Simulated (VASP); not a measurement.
# InSe (P-6m2) in VASP: settings compared, part 2 of 2

VASP 6.6.1. The steps go on from the part before.

## 3. Single point, PBE

This run uses another cell than the first one, of 33.76 Å³/atom.

Input file INCAR:

```
SYSTEM = InSe
PREC = Accurate
ENCUT = 520
EDIFF = 1E-7
ISMEAR = -1
SIGMA = 0.05
LREAL = .FALSE.
LASPH = .TRUE.
NELM = 80
ALGO = Normal
ISIF = 2
LWAVE = .FALSE.
LCHARG = .TRUE.
GGA = PE
LELF = .TRUE.
LVHAR = .TRUE.
NBANDS = 48
```

Input file KPOINTS:

```
Automatic mesh
0
G
  8 8 2
  0 0 0
```

Input file POSCAR:

```
InSe
1.0
    4.0878475466      0.0000000000      0.0000000000
   -2.0439237733      3.5401798221      0.0000000000
    0.0000000000      0.0000000000     18.6627321060
In Se
4 4
Direct
    0.3333333333      0.6666666667      0.0757026033
    0.3333333333      0.6666666667      0.9242973967
    0.0000000000      0.0000000000      0.4242952427
    0.0000000000      0.0000000000      0.5757047573
    0.3333333333      0.6666666667      0.3560802377
    0.3333333333      0.6666666667      0.6439197623
    0.6666666667      0.3333333333      0.1439139068
    0.6666666667      0.3333333333      0.8560860932
```

Potentials or basis: VASP PAW PBE potentials, release 64 (In_d, Se).

The run is started by

```
cat potpaw_PBE.64/In_d/POTCAR potpaw_PBE.64/Se/POTCAR > POTCAR
mpirun -np 1 vasp_std > vasp.out
```

OUTCAR:

```text
SYSTEM = InSe
   PREC = Accurate
   ENCUT = 520
   EDIFF = 1E-7
   ISMEAR = -1
   LREAL = .FALSE.
   LASPH = .TRUE.
   NELM = 80
   ISIF = 2
   GGA = PE

 ion  position               nearest neighbor table
   1  0.333  0.667  0.076-   7 2.68   7 2.68   7 2.68   2 2.83
   2  0.333  0.667  0.924-   8 2.68   8 2.68   8 2.68   1 2.83
   3  0.000  0.000  0.424-   5 2.68   5 2.68   5 2.68   4 2.83
   4  0.000  0.000  0.576-   6 2.68   6 2.68   6 2.68   3 2.83
   5  0.333  0.667  0.356-   3 2.68   3 2.68   3 2.68
   6  0.333  0.667  0.644-   4 2.68   4 2.68   4 2.68
   7  0.667  0.333  0.144-   1 2.68   1 2.68   1 2.68
   8  0.667  0.333  0.856-   2 2.68   2 2.68   2 2.68

  LATTYP: Found a hexagonal cell.
 ALAT       =     4.0878475466
 C/A-ratio  =     4.5654178374

  Lattice vectors:

 A1 = (   4.0878475466,   0.0000000000,   0.0000000000)
 A2 = (  -2.0439237733,   3.5401798221,   0.0000000000)
 A3 = (   0.0000000000,   0.0000000000,  18.6627321060)

Analysis of symmetry for initial positions (statically):
[... 183 lines left out ...]
 fundamental gap:      0.7686771263
 Fermi energy:         2.9044030184

 k-point     1 :       0.0000    0.0000    0.0000
  band No.  band energies     occupation
      1     -11.8923      2.00000
      2     -11.8893      2.00000
      3     -11.7219      2.00000
      4     -11.7219      2.00000
      5     -11.7190      2.00000
      6     -11.7190      2.00000
[... 1009 lines left out ...]
     47       7.9510      0.00000
     48       7.9548      0.00000

------------------------ aborting loop because EDIFF is reached ----------------------------------------

  FORCE on cell =-STRESS in cart. coord.  units (eV):
  Direction    XX          YY          ZZ          XY          YZ          ZX
  --------------------------------------------------------------------------------------
  -------------------------------------------------------------------------------------
  Total        0.0241159      0.0241159      0.0341338      0.0000000      0.0000000     -0.0000000
  in kB        0.1430599      0.1430599      0.2024885      0.0000000      0.0000000     -0.0000000
  external PRESSURE =       0.1628695 kB  Pullay stress =       0.0000000 kB

 VOLUME and BASIS-vectors are now :
 -----------------------------------------------------------------------------
  energy-cutoff  :      520.00
  volume of cell :      270.08
      direct lattice vectors                 reciprocal lattice vectors
     4.087847547  0.000000000  0.000000000     0.244627518  0.141235763  0.000000000
    -2.043923773  3.540179822  0.000000000     0.000000000  0.282471527  0.000000000
     0.000000000  0.000000000 18.662732106     0.000000000  0.000000000  0.053582723

 POSITION                                       TOTAL-FORCE (eV/Angst)
 -----------------------------------------------------------------------------------
     -0.00000      2.36012      1.41282         0.000000     -0.000000     -0.012171
     -0.00000      2.36012     17.24991         0.000000      0.000000      0.012171
      0.00000      0.00000      7.91851        -0.000000     -0.000000      0.012426
      0.00000      0.00000     10.74422        -0.000000     -0.000000     -0.012426
     -0.00000      2.36012      6.64543         0.000000     -0.000000     -0.012477
     -0.00000      2.36012     12.01730         0.000000     -0.000000      0.012477
      2.04392      1.18006      2.68583         0.000000      0.000000      0.012438
      2.04392      1.18006     15.97691         0.000000      0.000000     -0.012438
 -----------------------------------------------------------------------------------
    total drift:                               -0.000000      0.000000     -0.000000

  FREE ENERGIE OF THE ION-ELECTRON SYSTEM (eV)
  ---------------------------------------------------
  free  energy   TOTEN  =       -28.4487012823 eV

  energy  without entropy=      -28.4486881206  energy(sigma->0) =      -28.44869470
```

OSZICAR:

```text
N       E                     dE             d eps       ncg     rms          rms(c)
DAV:   1     0.769688117416E+03    0.76969E+03   -0.33501E+04  1928   0.168E+03
DAV:   2     0.881880327177E+02   -0.68150E+03   -0.66063E+03  1936   0.450E+02
DAV:   3    -0.217867004420E+02   -0.10997E+03   -0.10720E+03  2320   0.191E+02
DAV:   4    -0.290862640880E+02   -0.72996E+01   -0.72429E+01  2288   0.490E+01
DAV:   5    -0.293766862154E+02   -0.29042E+00   -0.29029E+00  2392   0.101E+01    0.977E+00
DAV:   6    -0.284584720609E+02    0.91821E+00   -0.14563E+00  2472   0.158E+01    0.559E+00
DAV:   7    -0.284525395730E+02    0.59325E-02   -0.10132E+00  2752   0.521E+00    0.148E+00
DAV:   8    -0.284447109660E+02    0.78286E-02   -0.10350E-01  2752   0.308E+00    0.107E+00
DAV:   9    -0.284477130021E+02   -0.30020E-02   -0.19269E-02  2256   0.600E-01    0.413E-01
DAV:  10    -0.284482902923E+02   -0.57729E-03   -0.22488E-03  2928   0.329E-01    0.221E-01
DAV:  11    -0.284486965410E+02   -0.40625E-03   -0.10914E-03  2128   0.212E-01    0.922E-02
DAV:  12    -0.284486832840E+02    0.13257E-04   -0.87202E-05  3016   0.788E-02    0.273E-02
DAV:  13    -0.284486992966E+02   -0.16013E-04   -0.25975E-05  2504   0.260E-02    0.101E-02
DAV:  14    -0.284487007973E+02   -0.15007E-05   -0.32553E-06  2216   0.200E-02    0.268E-03
DAV:  15    -0.284487011903E+02   -0.39301E-06   -0.12778E-06  1864   0.450E-03    0.224E-03
DAV:  16    -0.284487012823E+02   -0.91957E-07   -0.69939E-08  1648   0.191E-03
   1 F= -.28448701E+02 E0= -.28448695E+02  d E =-.131616E-04
```

stdout:

```text
POSCAR found type information on POSCAR InSe
 POSCAR found :  2 types and       8 ions
 scaLAPACK will be used
 LDA part: xc-table for (Slater+PW92), standard interpolation
 POSCAR, INCAR and KPOINTS ok, starting setup
 FFT: planning ... GRIDC
 FFT: planning ... GRID_SOFT
 FFT: planning ... GRID
 WAVECAR not read
 entering main loop
```

Wall time 2.7 min (1 thread of Intel Xeon 6975P-C (Granite Rapids), shared host); peak memory 0.46 GiB.

Results:

| Property | Result |
| --- | --- |
| Free energy | -28.4487 eV |
| Pressure | 0.0 GPa |
| Largest force | 0.012 eV/Å |
| Band gap on the k mesh | 0.77 eV |

Forces on the atoms (eV/Å):
```
In   0.000  0.000 -0.012
In   0.000  0.000  0.012
In   0.000  0.000  0.012
In   0.000  0.000 -0.012
Se   0.000  0.000 -0.012
Se   0.000  0.000  0.012
Se   0.000  0.000  0.012
Se   0.000  0.000 -0.012
```

Levels at points of the mesh, in eV from the valence-band top:
```csv
k point,band 36,band 37,band 38,band 39,band 40,band 41
"(0.00, 0.00, 0.00)",-0.84,-0.75,0.00,0.77,1.43,2.26
"(0.50, 0.00, 0.00)",-1.72,-1.29,-1.19,1.75,1.84,1.92
"(0.00, 0.00, 0.50)",-0.85,-0.44,-0.43,1.15,1.16,2.29
"(0.50, 0.00, 0.50)",-1.74,-1.24,-1.22,1.71,1.77,1.97
```

Caveat: spin-orbit coupling is left out, which moves the levels of the heavy elements; this functional lacks dispersion, which binds the layers, so the pressure and a relaxed spacing across them are unreliable. A k mesh can miss the band edges.

## 4. Single point, PBEsol

This run uses another cell than the first one, of 29.34 Å³/atom.

Input file INCAR:

```
PREC     = Accurate       # precision mode
ENCUT    = 520            # plane-wave cutoff, eV
EDIFF    = 1E-7           # SCF threshold, eV
ISMEAR   = -1             # smearing method
SIGMA    = 0.05           # smearing width, eV
LREAL    = False          # projectors in reciprocal space
LASPH    = True           # aspherical terms in the spheres
NELM     = 80             # most SCF steps
ALGO     = Normal         # electronic algorithm
ISIF     = 2              # what is computed and relaxed
LWAVE    = False          # write WAVECAR
LCHARG   = False          # write CHGCAR
GGA      = PS             # functional
NBANDS   = 48             # bands
```

Input file KPOINTS:

```
regular mesh
0
Gamma
  8 8 2
```

Input file POSCAR:

```
InSe
1.0
    4.0087229281      0.0000000000      0.0000000000
   -2.0043614641      3.4716558924      0.0000000000
    0.0000000000      0.0000000000     16.8630118131
In Se
4 4
Direct
    0.3333333333      0.6666666667      0.0823239587
    0.3333333333      0.6666666667      0.9176760413
    0.0000000000      0.0000000000      0.4176697065
    0.0000000000      0.0000000000      0.5823302935
    0.3333333333      0.6666666667      0.3419346052
    0.3333333333      0.6666666667      0.6580653948
    0.6666666667      0.3333333333      0.1580706932
    0.6666666667      0.3333333333      0.8419293068
```

The run is started by

```
cat potpaw_PBE.64/In_d/POTCAR potpaw_PBE.64/Se/POTCAR > POTCAR
mpirun -np 1 vasp_std > vasp.out
```

It took 5.1 min on 1 thread of Intel Xeon Platinum 8259CL at 2.50GHz (Skylake/Cascade Lake), shared host; peak memory 0.42 GiB.

Results (log left out):

```
Free energy            : -31.1952 eV
Pressure               : 0.1 GPa
Largest force          : 0.019 eV/Å
Band gap on the k mesh : 0.36 eV
```

Forces in eV/Å, atoms in the order of the input:
```
In   0.000  0.000 -0.019
In   0.000  0.000  0.019
In   0.000  0.000  0.019
In   0.000  0.000 -0.019
Se   0.000  0.000 -0.019
Se   0.000  0.000  0.019
Se   0.000  0.000  0.019
Se   0.000  0.000 -0.019
```

Levels at points of the mesh, in eV from the valence-band top:
```csv
k point,band 36,band 37,band 38,band 39,band 40,band 41
"(0.00, 0.00, 0.00)",-1.11,-1.11,0.00,0.36,1.63,2.00
"(0.50, 0.00, 0.00)",-2.02,-1.84,-1.59,1.29,1.33,1.71
"(0.00, 0.00, 0.50)",-1.14,-0.93,-0.90,1.13,1.19,2.05
"(0.50, 0.00, 0.50)",-2.09,-1.70,-1.56,1.14,1.25,1.70
```

Caveat: the PAW data sets were made with another functional, which shifts forces and pressure a little; spin-orbit coupling is left out, which moves the levels of the heavy elements; this functional lacks dispersion, which binds the layers, so the pressure and a relaxed spacing across them are unreliable.

## 5. The runs side by side

```csv
level,potentials or basis,cell,gap on the mesh (eV),pressure (GPa),largest force (eV/Å)
LDA,"VASP PAW LDA potentials, release 64 (In_d, Se)","a = 3.973, b = 3.973, c = 16.271 Å, angles 90.0, 90.0, 120.0°, 8 atoms, atomic positions A",0.19,0.1,0.03
PBE,"VASP PAW PBE potentials, release 64 (In_d, Se)","a = 4.088, b = 4.088, c = 18.663 Å, angles 90.0, 90.0, 120.0°, 8 atoms, atomic positions B",0.77,0.0,0.01
PBEsol,"VASP PAW PBE potentials, release 64 (In_d, Se)","a = 4.009, b = 4.009, c = 16.863 Å, angles 90.0, 90.0, 120.0°, 8 atoms, atomic positions C",0.36,0.1,0.02
```

Alike in all rows: task single point; no spin polarisation; k mesh 8 × 8 × 2; cutoff (eV) 520; smearing fermi-dirac 0.05 eV.

Caveats: spin-orbit coupling is left out, which moves the levels of the heavy elements; this functional lacks dispersion, which binds the layers, so the pressure and a relaxed spacing across them are unreliable (at least some runs); the PAW data sets were made with another functional, which shifts forces and pressure a little (at least some runs).

Absolute energies hang on the potentials; compare differences alone.
